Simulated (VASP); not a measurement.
# Zn4SiGe3P8 (P1) in VASP: a series of runs, part 2 of 2

VASP 6.6.1.

## Step 3: Single point, PBEsol

INCAR

```
SYSTEM = Zn4SiGe3P8
PREC = Accurate ; ENCUT = 550
EDIFF = 1E-6 ; ISMEAR = -1
SIGMA = 0.05 ; LREAL = Auto
LASPH = .TRUE. ; NELM = 120
ALGO = Normal ; ISIF = 2
LWAVE = .FALSE. ; LCHARG = .FALSE.
GGA = PS ; NBANDS = 306
ISYM = -1 ; GGA_COMPAT = .FALSE.
```

KPOINTS

```
explicit points
1
Reciprocal
  0.25000000   0.25000000   0.25000000 1
```

POSCAR

```
Zn4SiGe3P8
1.0
   10.8123560000     -0.0000800000     -0.0000270000
   -0.0000800000     10.8123560000     -0.0000270000
   -0.0000260000     -0.0000260000     10.6426920000
Zn Ge Si P
16 12 4 32
Direct
    0.0022890000      0.9977300000      0.9979060000
    0.0011460000      0.4989400000      0.0049270000
    0.5008860000      0.9953690000      0.9994610000
    0.4998050000      0.4969370000      0.0010210000
    0.9996240000      0.2495940000      0.2491560000
    0.0026470000      0.7515680000      0.2525820000
    0.5008070000      0.2519050000      0.2492390000
    0.4999090000      0.7469220000      0.2481010000
    0.2524960000      0.9995020000      0.7502300000
    0.2505130000      0.4988600000      0.7486120000
    0.7486050000      0.0031560000      0.7500100000
    0.7525540000      0.5023670000      0.7516320000
    0.2509720000      0.2497930000      0.4978110000
    0.2501090000      0.7482510000      0.5016620000
    0.7484410000      0.2495670000      0.5001400000
    0.7519140000      0.7488740000      0.4968220000
    0.9996120000      0.0003640000      0.4978740000
    0.9978540000      0.5009290000      0.5014410000
    0.4997400000      0.0006960000      0.5007570000
    0.5014630000      0.5012420000      0.4997000000
    0.2489150000      0.4988520000      0.2523960000
    0.2491660000      0.2515550000      0.9982170000
    0.2498800000      0.7529940000      0.9972260000
    0.7466780000      0.7506780000      0.0017610000
    0.9989150000      0.2517330000      0.7514320000
    0.0012030000      0.7505180000      0.7514110000
    0.4976680000      0.2523690000      0.7478840000
    0.5012450000      0.7478780000      0.7513650000
    0.2517470000      0.0022460000      0.2453100000
    0.7521030000      0.0007070000      0.2484670000
    0.7486450000      0.5026840000      0.2502970000
    0.7503230000      0.2519740000      0.9982150000
    0.1307280000      0.1245520000      0.1224740000
    0.1286960000      0.6271530000      0.1223570000
    0.6264770000      0.1236670000      0.1255940000
    0.6260770000      0.6278440000      0.1264430000
    0.1231210000      0.1247590000      0.6258030000
    0.1266690000      0.6239240000      0.6263960000
    0.6233510000      0.1241980000      0.6267100000
    0.6248320000      0.6239090000      0.6220040000
    0.3741270000      0.3743170000      0.1239290000
    0.3712540000      0.8775460000      0.1237030000
    0.8750030000      0.3738400000      0.1242970000
    0.8750800000      0.8752270000      0.1231120000
    0.3769520000      0.1228730000      0.3730010000
    0.3767800000      0.6245260000      0.3755930000
    0.8729220000      0.1240760000      0.3743700000
    0.8722140000      0.6238340000      0.3763810000
    0.1233650000      0.3781080000      0.3758560000
    0.1249040000      0.8791090000      0.3786530000
    0.6270310000      0.3772390000      0.3737530000
    0.6240150000      0.8746840000      0.3767600000
    0.1254790000      0.3713930000      0.8776980000
    0.1293330000      0.8747070000      0.8750100000
    0.6281780000      0.3709500000      0.8726930000
    0.6253810000      0.8756340000      0.8739340000
    0.3748730000      0.3752490000      0.6248170000
    0.3774690000      0.8754970000      0.6249900000
    0.8766660000      0.3738170000      0.6238570000
    0.8784230000      0.8759990000      0.6266750000
    0.3746800000      0.1305130000      0.8759890000
    0.3771230000      0.6281680000      0.8761960000
    0.8734210000      0.1253570000      0.8769970000
    0.8721710000      0.6300460000      0.8725710000
```

Potentials or basis: VASP PAW PBE potentials, release 64 (Zn, Ge_d, Si, P).

Command:

```bash
$ cat potpaw_PBE.64/Zn/POTCAR potpaw_PBE.64/Ge_d/POTCAR potpaw_PBE.64/Si/POTCAR potpaw_PBE.64/P/POTCAR > POTCAR
$ mpirun -np 1 vasp_std > vasp.out
```

Wall time 10 min (1 thread of Intel Xeon 6975P-C (Granite Rapids), shared host); peak memory 1.3 GiB.

The run converged. Its results:

```
Free energy            : -306.1880 eV
Pressure               : 0.2 GPa
Largest force          : 1.306 eV/Å
Band gap on the k mesh : 1.61 eV
```

Forces in eV/Å, atoms in the order of the input:
```
Zn  -0.044  0.189  0.122
Zn  -0.111  0.296 -0.438
Zn  -0.125  0.511 -0.011
Zn   0.259  0.165 -0.126
Zn   0.183 -0.155  0.066
Zn  -0.105 -0.074 -0.090
Zn   0.064 -0.138  0.015
Zn  -0.206  0.527  0.192
Zn   0.031  0.243 -0.054
Zn   0.033  0.019  0.437
Zn   0.231 -0.256  0.039
Zn  -0.145 -0.209 -0.284
Zn  -0.135 -0.108  0.100
Zn   0.095  0.213 -0.059
Zn   0.018 -0.025  0.055
Zn  -0.136  0.354  0.463
Ge  -0.094  0.356  0.443
Ge   0.292  0.139  0.010
Ge   0.195 -0.079 -0.096
Ge  -0.103 -0.218 -0.011
Ge   0.331  0.367 -0.351
Ge   0.429 -0.088  0.304
Ge   0.346 -0.261  0.304
Ge   0.440  0.341 -0.278
Ge   0.140 -0.358 -0.024
Ge   0.264  0.170 -0.123
Ge   0.290 -0.228  0.203
Ge   0.201  0.348 -0.379
Si  -0.123 -0.135  0.669
Si  -0.220 -0.231  0.162
Si   0.352 -0.217 -0.125
Si   0.017 -0.418  0.359
P   -0.274 -0.279  0.498
P   -0.179 -0.136  0.384
P    0.779  0.188 -0.264
P    0.229 -0.967  0.135
P    0.022  0.059 -0.056
P   -0.478  0.028 -0.027
P   -0.187  0.270 -0.219
P    0.098  0.149  0.411
P   -0.256  0.048  0.242
P   -0.020 -0.089  0.520
P   -1.189  0.236  0.168
P   -0.402  0.259  0.613
P   -0.547 -0.227 -0.393
P   -0.313 -0.120 -0.103
P   -0.232 -0.380 -0.422
P    0.088 -0.435 -0.769
P   -0.103 -0.315 -0.043
P    0.832  0.144 -0.996
P    0.121  0.355 -0.342
P    0.504  0.572 -0.804
P   -0.292  0.637 -0.361
P   -0.491  0.069 -0.330
P    0.046  0.102  0.458
P   -0.030 -0.275 -0.017
P    0.081  0.109 -0.416
P   -0.081 -0.256  0.094
P   -0.274  0.092  0.154
P   -0.314 -0.076 -0.231
P    0.232 -0.506 -0.149
P   -0.253 -0.431 -0.032
P   -0.119  0.513  0.206
P    0.341 -0.372  0.595
```

Stress tensor (GPa, compression positive):
```
 0.14 -0.92 -0.92
-0.92  0.19 -1.01
-0.92 -1.01  0.19
```

Levels at points of the mesh, in eV from the valence-band top:
```
           k point  band 266  band 267  band 268  band 269  band 270  band 271
(0.25, 0.25, 0.25)     -0.37     -0.07      0.00      1.61      1.68      1.71
```

Caveat: the PAW data sets were made with another functional, which shifts forces and pressure a little; a shifted mesh leaves out Γ, where band edges can lie. A k mesh can miss the band edges.
